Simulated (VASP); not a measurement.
Write the native input for VASP 6.6.1 that does the following.

```
Task                   : single point
Functional             : PBE
Potentials or basis    : VASP PAW PBE potentials, release 64 (Ir)
Cutoff                 : 520 eV
k mesh                 : 8 × 8 × 8
Occupations            : gaussian, width 0.1 eV
Spin                   : no spin polarisation
Dipole correction      : no
Further INCAR settings : ALGO = Normal; EDIFF = 1e-06; NBANDS = 16
```

The structure of Ir lies in POSCAR:

```
Ir
1.0
   -2.4285325317      2.4285325317      1.3741029506
    2.4285325317     -2.4285325317      1.3741029506
    2.4285325317      2.4285325317     -1.3741029506
Ir
2
Direct
    0.0000000000      0.0000000000      0.0000000000
    0.7500000000      0.2500000000      0.5000000000
```

The input as run:

INCAR

```
SYSTEM = Ir
  ALGO = Normal
  EDIFF = 1E-6
  ENCUT = 520
  GGA = PE
  ISIF = 2
  ISMEAR = 0
  LASPH = .True.
  LCHARG = .False.
  LREAL = .False.
  LWAVE = .False.
  NBANDS = 16
  NELM = 60
  PREC = Accurate
  SIGMA = 0.1
```

KPOINTS

```
k-points
0
Gamma
  8 8 8
  0 0 0
```

Potentials or basis: VASP PAW PBE potentials, release 64 (Ir).

Command:

```sh
$ cat potpaw_PBE.64/Ir/POTCAR > POTCAR
$ mpirun -np 1 vasp_std > vasp.out
```

It gave:

* Pressure: 0.2 GPa
* Band gap on the k mesh: zero (band 9 reaches 9.52 eV, above the bottom of band 10 at 7.15 eV)

Caveat: spin-orbit coupling is left out, which moves the levels of the heavy elements.

Run time: 51 s on 1 thread of AMD EPYC 7R13, with other jobs on the host, peak memory 0.14 GiB.
